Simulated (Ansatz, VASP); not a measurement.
# Two plane-wave programs on Bi

Contents of INCAR:

```
SYSTEM = Bi
ALGO = Fast
EDIFF = 1E-7
ENCUT = 520
GGA = CA
ISIF = 2
ISMEAR = 0
LASPH = .TRUE.
LCHARG = .FALSE.
LREAL = .FALSE.
LWAVE = .FALSE.
NBANDS = 14
NELM = 80
PREC = Accurate
SIGMA = 0.15
```

The input KPOINTS:

```
k-points
0
G
  18 18 18
  0 0 0
```

POSCAR

```
Bi
1.0
   -2.2043414666      1.7585195970      1.9814305318
    2.2043414666     -1.7585195970      1.9814305318
    2.2043414666      1.7585195970     -1.9814305318
Bi
1
Direct
    0.0000000000      0.0000000000      0.0000000000
```

Input for Ansatz:

```yaml
crystal:
  lattice:
    - [-2.2043414666, 1.758519597, 1.9814305318]
    - [2.2043414666, -1.758519597, 1.9814305318]
    - [2.2043414666, 1.758519597, -1.9814305318]
  atoms:
    - { symbol: Bi, position: [0.0, 0.0, 0.0] }
basis:
  ecutwfc: 420
kpoints:
  mp_grid: { grid: [18, 18, 18] }
hamiltonian:
  xc: lda
scf:
  occupations: { method: gaussian, width: 0.15 }
output:
  forces: true
  stress: true
  eigenvalues: true
```

Change from the starting cell: strain +0.1125 x Voigt [1, -1, 0, 0, 0, 0], atoms carried along.

Alike in both runs: task single point; functional LDA; k mesh 18 × 18 × 18; occupations gaussian, width 0.15 eV; no spin polarisation.

|  | VASP | Ansatz |
| --- | --- | --- |
| version | VASP 6.6.1 | Ansatz 0.2.0 |
| potentials or method | VASP PAW LDA potentials, release 64 (Bi_d), cutoff 520 eV | scalar-relativistic, plane waves, PAW |
| valence electrons in the cell | 15 | 15 |

```csv
,VASP,Ansatz,Ansatz less VASP
gap on the k mesh at the Fermi level (eV),none,none,-
pressure (GPa),-2.1,-2.1,-0.07
"traceless stress, the component that is largest in VASP (GPa)",-0.82,-0.81,+0.006
```

LDA's correlation is that of Perdew and Zunger in VASP and of Perdew and Wang (1992) in Ansatz. A gap of «none» marks a metal or a gap that the smearing closes.

Neither program's run includes spin-orbit coupling.
